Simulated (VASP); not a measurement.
# CaO (Pm-3m) in VASP: a series of runs

CaO is run at these levels: r2SCAN; tasks: single point.

All numbers are computed with VASP 6.6.1; they aren't measurements. Logs are shortened: lines on timing, memory, paths and dates and some standing lists are left out, and cuts for length are marked.

## 1. The cell of the first run

It takes space group Pm-3m (No. 221, cubic). Conventional cell: a = 2.903 Å, b = 2.903 Å, c = 2.903 Å, α = 90.00°, β = 90.00°, γ = 90.00°. Ca (site symmetry m-3m) has 8 O at 2.51 Å and 6 Ca at 2.90 Å within 3.3 Å. Within 3.3 Å of O (site symmetry m-3m) lie 8 Ca at 2.51 Å and 6 O at 2.90 Å.

## 2. Single point, r2SCAN

Contents of POSCAR:

```
CaO
1.0
    2.9032089656      0.0000000000      0.0000000000
    0.0000000000      2.9032089656      0.0000000000
    0.0000000000      0.0000000000      2.9032089656
Ca O
1 1
Direct
    0.0000000000      0.0000000000      0.0000000000
    0.5000000000      0.5000000000      0.5000000000
```

Contents of INCAR.step1:

```
ALGO     = Normal         # electronic algorithm
EDIFF    = 1E-4           # SCF threshold, eV
ENCUT    = 520            # plane-wave cutoff, eV
GGA      = PE             # functional
ISMEAR   = 0              # smearing method
LASPH    = T              # aspherical terms in the spheres
LCHARG   = F              # write CHGCAR
LREAL    = F              # projectors in reciprocal space
LWAVE    = T              # write WAVECAR
NBANDS   = 15             # bands
NELM     = 80             # most SCF steps
PREC     = Accurate       # precision mode
SIGMA    = 0.01           # smearing width, eV
```

Contents of INCAR.step2:

```
ALGO     = Normal         # electronic algorithm
EDIFF    = 1E-7           # SCF threshold, eV
ENCUT    = 520            # plane-wave cutoff, eV
ISIF     = 2              # what is computed and relaxed
ISMEAR   = 0              # smearing method
ISTART   = 1            
LASPH    = T              # aspherical terms in the spheres
LCHARG   = T              # write CHGCAR
LELF     = T              # ELF
LMIXTAU  = T            
LREAL    = F              # projectors in reciprocal space
LVHAR    = T            
LWAVE    = F              # write WAVECAR
METAGGA  = R2SCAN         # meta-GGA
NBANDS   = 15             # bands
NELM     = 80             # most SCF steps
PREC     = Accurate       # precision mode
SIGMA    = 0.01           # smearing width, eV
```

Contents of KPOINTS:

```
k-points
0
Gamma
  8 8 8
```

Potentials or basis: VASP PAW PBE potentials, release 64 (Ca_sv, O).

Started as:

```
$ cat potpaw_PBE.64/Ca_sv/POTCAR potpaw_PBE.64/O/POTCAR > POTCAR
$ cp INCAR.step1 INCAR
$ mpirun -np 1 vasp_std > vasp.out
$ cp INCAR.step2 INCAR
$ mpirun -np 1 vasp_std > vasp.out
```

OUTCAR:

```text
EDIFF = 1E-7
   ENCUT = 520
   ISIF = 2
   ISMEAR = 0
   ISTART = 1
   LASPH = T
   LREAL = F
   METAGGA = R2SCAN
   NELM = 80
   PREC = Accurate

 ion  position               nearest neighbor table
   1  0.000  0.000  0.000-   2 2.51   2 2.51   2 2.51   2 2.51   2 2.51   2 2.51   2 2.51   2 2.51

   2  0.500  0.500  0.500-   1 2.51   1 2.51   1 2.51   1 2.51   1 2.51   1 2.51   1 2.51   1 2.51

  LATTYP: Found a simple cubic cell.
 ALAT       =     2.9032089656

  Lattice vectors:

 A1 = (   2.9032089656,   0.0000000000,   0.0000000000)
 A2 = (   0.0000000000,   2.9032089656,   0.0000000000)
 A3 = (   0.0000000000,   0.0000000000,   2.9032089656)

Analysis of symmetry for initial positions (statically):
=====================================================================
 Subroutine PRICEL returns:
 Original cell was already a primitive cell.

 Routine SETGRP: Setting up the symmetry group for a
 simple cubic supercell.

 Subroutine GETGRP returns: Found 48 space group operations
 (whereof 48 operations were pure point group operations)
 out of a pool of 48 trial point group operations.

The static configuration has the point symmetry O_h .

Analysis of symmetry for dynamics (positions and initial velocities):
=====================================================================
 Subroutine PRICEL returns:
 Original cell was already a primitive cell.

 Routine SETGRP: Setting up the symmetry group for a
 simple cubic supercell.

 Subroutine GETGRP returns: Found 48 space group operations
 (whereof 48 operations were pure point group operations)
 out of a pool of 48 trial point group operations.

The dynamic configuration has the point symmetry O_h .

 Subroutine INISYM returns: Found 48 space group operations
 (whereof 48 operations are pure point group operations),
 and found     1 'primitive' translations

----------------------------------------------------------------------------------------

                                     Primitive cell

  volume of cell :      24.4701

  direct lattice vectors                    reciprocal lattice vectors
     2.903208966  0.000000000  0.000000000     0.344446442  0.000000000  0.000000000
     0.000000000  2.903208966  0.000000000     0.000000000  0.344446442  0.000000000
     0.000000000  0.000000000  2.903208966     0.000000000  0.000000000  0.344446442

  length of vectors
     2.903208966  2.903208966  2.903208966     0.344446442  0.344446442  0.344446442

  position of ions in fractional coordinates (direct lattice)
     0.000000000  0.000000000  0.000000000
     0.500000000  0.500000000  0.500000000

  ion indices of the primitive-cell ions
   primitive index   ion index
                 1           1
                 2           2

----------------------------------------------------------------------------------------

 KPOINTS: k-points

Automatic generation of k-mesh.
 Grid dimensions read from file:
 generate k-points for:    8    8    8

 Generating k-lattice:

  Cartesian coordinates                     Fractional coordinates (reciprocal lattice)
     0.043055805  0.000000000  0.000000000     0.125000000  0.000000000  0.000000000
     0.000000000  0.043055805  0.000000000     0.000000000  0.125000000  0.000000000
     0.000000000  0.000000000  0.043055805     0.000000000  0.000000000  0.125000000

  Length of vectors
     0.043055805  0.043055805  0.043055805

  Shift w.r.t. Gamma in fractional coordinates (k-lattice)
     0.000000000  0.000000000  0.000000000

 Subroutine IBZKPT returns following result:
 ===========================================

 Found     35 irreducible k-points:

 Following reciprocal coordinates:
            Coordinates               Weight
  0.000000  0.000000  0.000000      1.000000
  0.125000  0.000000  0.000000      6.000000
  0.250000  0.000000  0.000000      6.000000
  0.375000  0.000000  0.000000      6.000000
  0.500000  0.000000  0.000000      3.000000
  0.125000  0.125000  0.000000     12.000000
[... 16 lines left out ...]
  0.375000  0.375000  0.125000     24.000000
  0.500000  0.375000  0.125000     24.000000
 [... further k-points ...]
   k-points           NKPTS =     35   k-points in BZ     NKDIM =     35   number of bands    NBANDS=     15
   number of dos      NEDOS =    301   number of ions     NIONS =      2
   total plane-waves  NPLWV =  13824
   dimension x,y,z NGX =    24 NGY =   24 NGZ =   24
   dimension x,y,z NGXF=    48 NGYF=   48 NGZF=   48
   ions per type =               1   1
   NGX,Y,Z   is equivalent  to a cutoff of  13.74, 13.74, 13.74 a.u.
   NGXF,Y,Z  is equivalent  to a cutoff of  27.49, 27.49, 27.49 a.u.
 SYSTEM =  unknown system
   PREC   = accura    normal or accurate (medium, high low for compatibility)
   ISTART =      1    job   : 0-new  1-cont  2-samecut
   ICHARG =      0    charge: 1-file 2-atom 10-const
   ISPIN  =      1    spin polarized calculation?
   LNONCOLLINEAR =      F non collinear calculations
[... 58 lines left out ...]
 Fermi energy:         3.9748177616

 k-point     1 :       0.0000    0.0000    0.0000
  band No.  band energies     occupation
      1     -36.9120      2.00000
      2     -16.4854      2.00000
      3     -16.4854      2.00000
      4     -16.4854      2.00000
      5     -13.5055      2.00000
      6       3.6024      2.00000
      7       3.6024      2.00000
      8       3.6024      2.00000
      9       7.1831      0.00000
     10       7.1831      0.00000
     11      10.0152      0.00000
     12      12.9675      0.00000
     13      12.9675      0.00000
     14      12.9675      0.00000
     15      24.1511      0.00000

 k-point     2 :       0.1250    0.0000    0.0000
  band No.  band energies     occupation
      1     -36.8878      2.00000
      2     -16.7701      2.00000
      3     -16.4669      2.00000
      4     -16.4669      2.00000
      5     -13.2766      2.00000
      6       2.8765      2.00000
      7       3.5328      2.00000
      8       3.5328      2.00000
      9       7.3102      0.00000
     10       7.8728      0.00000
     11      10.6565      0.00000
     12      12.9047      0.00000
     13      12.9047      0.00000
     14      13.0107      0.00000
     15      23.2192      0.00000

 k-point     3 :       0.2500    0.0000    0.0000
  band No.  band energies     occupation
      1     -36.8289      2.00000
      2     -17.3506      2.00000
      3     -16.4221      2.00000
      4     -16.4221      2.00000
      5     -12.8143      2.00000
      6       1.5622      2.00000
      7       3.3606      2.00000
      8       3.3606      2.00000
      9       7.6407      0.00000
     10       9.4287      0.00000
     11      12.0751      0.00000
     12      12.7892      0.00000
     13      12.7892      0.00000
     14      13.1172      0.00000
     15      21.4223      0.00000

 k-point     4 :       0.3750    0.0000    0.0000
  band No.  band energies     occupation
      1     -36.7690      2.00000
      2     -17.8446      2.00000
      3     -16.3767      2.00000
      4     -16.3767      2.00000
      5     -12.4113      2.00000
      6       0.5116      2.00000
      7       3.1830      2.00000
      8       3.1830      2.00000
      9       8.0135      0.00000
     10      11.0489      0.00000
     11      12.7198      0.00000
     12      12.7198      0.00000
     13      13.2268      0.00000
     14      13.7441      0.00000
     15      19.9327      0.00000
[... 307 lines left out ...]
 k-point    22 :       0.5000    0.2500    0.1250
  band No.  band energies     occupation
      1     -36.6482      2.00000
      2     -17.6945      2.00000
      3     -16.8920      2.00000
      4     -16.4646      2.00000
      5     -12.5186      2.00000
      6       0.9581      2.00000
      7       2.1288      2.00000
      8       3.2279      2.00000
      9       9.1960      0.00000
     10      10.4354      0.00000
     11      11.5823      0.00000
     12      12.1816      0.00000
     13      12.6187      0.00000
     14      17.5942      0.00000
     15      18.4824      0.00000

 k-point    23 :       0.3750    0.3750    0.1250
  band No.  band energies     occupation
      1     -36.6177      2.00000
      2     -17.4034      2.00000
      3     -17.2712      2.00000
      4     -16.4422      2.00000
      5     -12.6348      2.00000
      6       1.4310      2.00000
      7       1.7410      2.00000
      8       3.1681      2.00000
      9       9.2036      0.00000
     10      10.1945      0.00000
     11      11.4192      0.00000
     12      11.8997      0.00000
     13      12.9809      0.00000
     14      16.9017      0.00000
     15      20.6265      0.00000

 k-point    24 :       0.5000    0.3750    0.1250
  band No.  band energies     occupation
      1     -36.5950      2.00000
      2     -17.4907      2.00000
      3     -17.2548      2.00000
      4     -16.4231      2.00000
      5     -12.6816      2.00000
      6       1.3768      2.00000
      7       1.7041      2.00000
      8       3.2108      2.00000
      9       9.1219      0.00000
     10      10.0240      0.00000
     11      11.4178      0.00000
     12      11.5890      0.00000
     13      13.6073      0.00000
     14      18.5478      0.00000
     15      18.7796      0.00000

 [... further k-points ...]
[... 5 lines left out ...]
  --------------------------------------------------------------------------------------
  -------------------------------------------------------------------------------------
  Total        0.1585083      0.1585083      0.1585083     -0.0000000      0.0000000      0.0000000
  in kB       10.3783375     10.3783375     10.3783375     -0.0000000      0.0000000      0.0000000
  external PRESSURE =      10.3783375 kB  Pullay stress =       0.0000000 kB

 VOLUME and BASIS-vectors are now :
 -----------------------------------------------------------------------------
  energy-cutoff  :      520.00
  volume of cell :       24.47
      direct lattice vectors                 reciprocal lattice vectors
     2.903208966  0.000000000  0.000000000     0.344446442  0.000000000  0.000000000
     0.000000000  2.903208966  0.000000000     0.000000000  0.344446442  0.000000000
     0.000000000  0.000000000  2.903208966     0.000000000  0.000000000  0.344446442

 POSITION                                       TOTAL-FORCE (eV/Angst)
 -----------------------------------------------------------------------------------
      0.00000      0.00000      0.00000         0.000000      0.000000      0.000000
      1.45160      1.45160      1.45160         0.000000      0.000000      0.000000
 -----------------------------------------------------------------------------------
    total drift:                                0.000000      0.000000     -0.000000

  FREE ENERGIE OF THE ION-ELECTRON SYSTEM (eV)
  ---------------------------------------------------
  free  energy   TOTEN  =       -18.5059759033 eV

  energy  without entropy=      -18.5059759033  energy(sigma->0) =      -18.50597590
```

Run time: 33 s. Hardware: 1 thread of Intel Xeon 6975P-C, shared host; peak memory 0.15 GiB.

What came out:

- Free energy: -18.5060 eV
- Pressure: 1.0 GPa
- Band gap on the k mesh: 3.28 eV, indirect (least direct gap 3.58 eV)

Caveat: the PAW data sets were made with another functional, which shifts forces and pressure a little. r2SCAN opens gaps a little over a GGA but as a rule still falls short of measured ones.

## 3. Single point, r2SCAN (volume changed by +3%)

Contents of POSCAR:

```
CaO
1.0
    2.9319554784      0.0000000000      0.0000000000
    0.0000000000      2.9319554784      0.0000000000
    0.0000000000      0.0000000000      2.9319554784
Ca O
1 1
Direct
    0.0000000000      0.0000000000      0.0000000000
    0.5000000000      0.5000000000      0.5000000000
```

Contents of INCAR.step1:

```
SYSTEM = CaO
ALGO = Normal ; EDIFF = 1E-4
ENCUT = 520 ; GGA = PE
ISMEAR = 0 ; LASPH = .TRUE.
LCHARG = .FALSE. ; LREAL = .FALSE.
LWAVE = .TRUE. ; NBANDS = 15
NELM = 80 ; PREC = Accurate
SIGMA = 0.01
```

Contents of INCAR.step2:

```
SYSTEM = CaO
ALGO = Normal ; EDIFF = 1E-6
ENCUT = 520 ; ISIF = 2
ISMEAR = 0 ; ISTART = 1
LASPH = .TRUE. ; LCHARG = .FALSE.
LMIXTAU = .TRUE. ; LREAL = .FALSE.
LWAVE = .FALSE. ; METAGGA = R2SCAN
NBANDS = 15 ; NELM = 80
PREC = Accurate ; SIGMA = 0.01
```

Contents of KPOINTS:

```
k-points
0
G
  8 8 8
  0 0 0
```

Potentials or basis: VASP PAW PBE potentials, release 64 (Ca_sv, O).

Started as:

```
$ cat potpaw_PBE.64/Ca_sv/POTCAR potpaw_PBE.64/O/POTCAR > POTCAR
$ cp INCAR.step1 INCAR
$ mpirun -np 1 vasp_std > vasp.out
$ cp INCAR.step2 INCAR
$ mpirun -np 1 vasp_std > vasp.out
```

Run time: 33 s. Hardware: 1 thread of Intel Xeon 6975P-C, shared host; peak memory 0.15 GiB.

It converged, with:

- Free energy: -18.5035 eV
- Pressure: -2.5 GPa
- Band gap on the k mesh: 3.28 eV, indirect (least direct gap 3.59 eV)

Levels at points of the mesh, in eV from the valence-band top:
```
           k point  band 6  band 7  band 8  band 9  band 10  band 11
(0.00, 0.00, 0.00)   -0.31   -0.31   -0.31    3.28     3.28     5.76
(0.50, 0.00, 0.00)   -3.70   -0.76   -0.76    4.25     7.63     8.61
(0.50, 0.50, 0.00)   -2.12   -2.12    0.00    4.41     5.24     7.08
(0.50, 0.50, 0.50)   -3.33   -3.33   -3.33    8.41     8.41     8.41
```

Caveat: the PAW data sets were made with another functional, which shifts forces and pressure a little. A k mesh can miss the band edges.

## 4. Single point, r2SCAN (volume changed by +6%)

Contents of POSCAR:

```
CaO
1.0
    2.9601490875      0.0000000000      0.0000000000
    0.0000000000      2.9601490875      0.0000000000
    0.0000000000      0.0000000000      2.9601490875
Ca O
1 1
Direct
    0.0000000000      0.0000000000      0.0000000000
    0.5000000000      0.5000000000      0.5000000000
```

Contents of INCAR.step1:

```
PREC = Accurate
ENCUT = 520
ISMEAR = 0
SIGMA = 0.01
LREAL = False
LASPH = True
NELM = 100
NBANDS = 15
GGA = PE
ALGO = Normal
EDIFF = 1E-4
LWAVE = True
LCHARG = False
```

Contents of INCAR.step2:

```
PREC = Accurate
ENCUT = 520
EDIFF = 1E-7
ISMEAR = 0
SIGMA = 0.01
LREAL = False
LASPH = True
NELM = 100
ALGO = Normal
ISIF = 2
LWAVE = False
LCHARG = False
METAGGA = R2SCAN
LMIXTAU = True
NBANDS = 15
ISTART = 1
```

Contents of KPOINTS:

```
regular mesh
0
Gamma
  8 8 8
```

Started as:

```
$ cat potpaw_PBE.64/Ca_sv/POTCAR potpaw_PBE.64/O/POTCAR > POTCAR
$ cp INCAR.step1 INCAR
$ mpirun -np 1 vasp_std > vasp.out
$ cp INCAR.step2 INCAR
$ mpirun -np 1 vasp_std > vasp.out
```

Run time: 33 s. Hardware: 1 thread of Intel Xeon 6975P-C, shared host; peak memory 0.15 GiB.

Results (log left out):

| Item | Value |
| --- | --- |
| Free energy | -18.4861 eV |
| Pressure | -5.5 GPa |
| Band gap on the k mesh | 3.29 eV, indirect (least direct gap 3.60 eV) |

Levels at points of the mesh, in eV from the valence-band top:
```csv
k point,band 6,band 7,band 8,band 9,band 10,band 11
"(0.00, 0.00, 0.00)",-0.31,-0.31,-0.31,3.29,3.29,5.43
"(0.50, 0.00, 0.00)",-3.62,-0.73,-0.73,4.22,7.45,8.43
"(0.50, 0.50, 0.00)",-2.09,-2.09,0.00,4.34,5.14,6.97
"(0.50, 0.50, 0.50)",-3.21,-3.21,-3.21,8.22,8.22,8.22
```

Caveat: the PAW data sets were made with another functional, which shifts forces and pressure a little. A k mesh can miss the band edges.

## 5. Single point, r2SCAN

Contents of POSCAR:

```
CaO
1.0
    2.9032089656      0.0000000000      0.0000000000
    0.0000000000      2.9032089656      0.0000000000
    0.0000000000      0.0000000000      2.9032089656
Ca O
1 1
Direct
    0.0000000000      0.0000000000      0.0000000000
    0.5000000000      0.5000000000      0.5000000000
```

Contents of INCAR.step1:

```
SYSTEM = CaO
  PREC = Accurate
  ENCUT = 910
  ISMEAR = 0
  SIGMA = 0.01
  LREAL = .False.
  LASPH = .True.
  NELM = 120
  NBANDS = 15
  GGA = PE
  ALGO = Normal
  EDIFF = 1E-5
  LWAVE = .True.
  LCHARG = .False.
  GGA_COMPAT = .False.
```

Contents of INCAR.step2:

```
SYSTEM = CaO
  PREC = Accurate
  ENCUT = 910
  EDIFF = 1E-6
  ISMEAR = 0
  SIGMA = 0.01
  LREAL = .False.
  LASPH = .True.
  NELM = 120
  ALGO = Normal
  ISIF = 2
  LWAVE = .False.
  LCHARG = .False.
  METAGGA = R2SCAN
  LMIXTAU = .True.
  NBANDS = 15
  ISTART = 1
  GGA_COMPAT = .False.
```

Contents of KPOINTS:

```
Automatic mesh
0
Gamma
  8 8 8
  0 0 0
```

Potentials or basis: VASP PAW PBE potentials, release 64 (Ca_sv, O_h).

Started as:

```
$ cat potpaw_PBE.64/Ca_sv/POTCAR potpaw_PBE.64/O_h/POTCAR > POTCAR
$ cp INCAR.step1 INCAR
$ mpirun -np 1 vasp_std > vasp.out
$ cp INCAR.step2 INCAR
$ mpirun -np 1 vasp_std > vasp.out
```

Wall time 46 s (1 thread of Intel Xeon 6975P-C (Granite Rapids), shared host); peak memory 0.19 GiB.

It converged, with:

```
Free energy            : -18.5162 eV
Pressure               : 0.9 GPa
Band gap on the k mesh : 3.28 eV, indirect (least direct gap 3.58 eV)
```

Levels at points of the mesh, in eV from the valence-band top:
```tsv
k point	band 6	band 7	band 8	band 9	band 10	band 11
(0.00, 0.00, 0.00)	-0.30	-0.30	-0.30	3.28	3.28	6.11
(0.50, 0.00, 0.00)	-3.79	-0.80	-0.80	4.28	7.82	8.80
(0.50, 0.50, 0.00)	-2.15	-2.15	0.00	4.48	5.35	7.19
(0.50, 0.50, 0.50)	-3.46	-3.46	-3.46	8.62	8.62	8.62
```

Caveat: the cutoff is under 1.25 times the usual one of these potentials, so pressure, stress and relaxed cells hold a basis-set (Pulay) error; the PAW data sets were made with another functional, which shifts forces and pressure a little.

## 6. The runs side by side

| potentials or basis | cell | cutoff (eV) | second run | gap on the mesh (eV) | pressure (GPa) |
| --- | --- | --- | --- | --- | --- |
| VASP PAW PBE potentials, release 64 (Ca_sv, O) | a = 2.903 Å, 2 atoms | 520 | - | 3.28 | 1.0 |
| VASP PAW PBE potentials, release 64 (Ca_sv, O) | a = 2.932 Å, 2 atoms | 520 | - | 3.28 | -2.5 |
| VASP PAW PBE potentials, release 64 (Ca_sv, O) | a = 2.960 Å, 2 atoms | 520 | - | 3.29 | -5.5 |
| VASP PAW PBE potentials, release 64 (Ca_sv, O_h) | a = 2.903 Å, 2 atoms | 910 | hard_potentials | 3.28 | 0.9 |

Alike in all rows: task single point; level r2SCAN; no spin polarisation; k mesh 8 × 8 × 8; smearing gaussian 0.01 eV.

Caveats: the PAW data sets were made with another functional, which shifts forces and pressure a little; the cutoff is under 1.25 times the usual one of these potentials, so pressure, stress and relaxed cells hold a basis-set (Pulay) error (some runs).

Absolute energies hang on the potentials; compare differences alone.
